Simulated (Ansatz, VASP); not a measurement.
## Two plane-wave programs on MoSe

```
CELL_PARAMETERS angstrom
3.13483 0.00000 0.00000
0.00000 3.13483 0.00000
0.00000 0.00000 3.13483
ATOMIC_POSITIONS crystal
Mo 0.00000 0.00000 0.00000
Se 0.50000 0.50000 0.50000
```

Alike in both runs: task relaxation of cell and atoms; functional PBE; k mesh 14 × 14 × 14; occupations gaussian, width 0.1 eV; no spin polarisation.

|  | VASP | Ansatz |
| --- | --- | --- |
| version | VASP 6.6.1 | Ansatz 0.2.0 |
| potentials or method | VASP PAW PBE potentials, release 64 (Mo_sv, Se), cutoff 600 eV | scalar-relativistic, plane waves, PAW |
| valence electrons in the cell | 20 | 30 |

VASP gave:

| Quantity | Value |
| --- | --- |
| gap on the k mesh at the Fermi level, each at its own relaxed structure (eV) | none |
| relaxed volume (Å³/atom) | 15.60 |
| relaxed length of the cell vector where the two differ most in proportion (Å) | 3.148 |

Task: Which values does Ansatz return?

Result: gap on the k mesh at the Fermi level, each at its own relaxed structure (eV): none; relaxed volume (Å³/atom): 15.57; relaxed length of the cell vector where the two differ most in proportion (Å): 3.146.

A gap of «none» marks a metal or a gap that the smearing closes. VASP's potentials hold 20 valence electrons a cell and Ansatz's 30, so a difference there can come from the potentials and not from the codes.
